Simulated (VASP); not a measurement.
# InSe: single point with PBE+D3(BJ)

System: InSe, a slab with vacuum.

```
Se In
1.0
     4.02661    0.00000    0.00000
    -2.01331    3.48715    0.00000
     0.00000    0.00000   28.27071
Se In
4 4
Direct
  0.00000 0.00000 0.15918
  0.00000 0.00000 0.34967
  0.00000 0.44444 0.47382
  0.00000 0.44444 0.66432
  0.66667 0.33333 0.20500
  0.66667 0.33333 0.30385
  0.33333 0.11111 0.51965
  0.33333 0.11111 0.61849
```

This cell differs from its parent crystal: layers slid over each other.

| Property | Result |
| --- | --- |
| Program | VASP 6.6.1 |
| Task | single point |
| Functional | PBE |
| Dispersion | D3(BJ) |
| Potentials or basis | VASP PAW PBE potentials, release 64 (Se, In_d) |
| Cutoff | 520 eV |
| k mesh | 9 × 9 × 1 |
| Occupations | gaussian, width 0.05 eV |
| Spin | no spin polarisation |
| Dipole correction | yes |
| Further INCAR settings | ALGO = Normal; EDIFF = 1e-06; NBANDS = 48 |

```yaml
Largest_force: 0.066 eV/Å
Band_gap_on_the_k_mesh: 1.20 eV (least direct gap 1.25 eV)
Dispersion_energy_per_atom: -0.249 eV
```

Forces in eV/Å, atoms in the order of the input:
```
Se   0.000 -0.001 -0.012
Se   0.003 -0.015  0.065
Se  -0.003  0.015 -0.065
Se   0.000  0.001  0.012
In   0.000 -0.001  0.014
In   0.004  0.004  0.020
In  -0.004 -0.004 -0.020
In   0.000  0.001 -0.014
```

Levels at points of the mesh, in eV from the valence-band top:
| k point | band 35 | band 36 | band 37 | band 38 | band 39 | band 40 | band 41 | band 42 |
| --- | --- | --- | --- | --- | --- | --- | --- | --- |
| (0.00, 0.00, 0.00) | -0.62 | -0.60 | -0.59 | -0.04 | 1.20 | 1.69 | 2.57 | 2.63 |

Wall time 39 min on 1 thread of Oxide Virtual Turin-like Processor, on a shared host, peak memory 0.79 GiB.

Caveat: the cell differs from its parent crystal (layers slid over each other); spin-orbit coupling is left out, which moves the levels of the heavy elements.
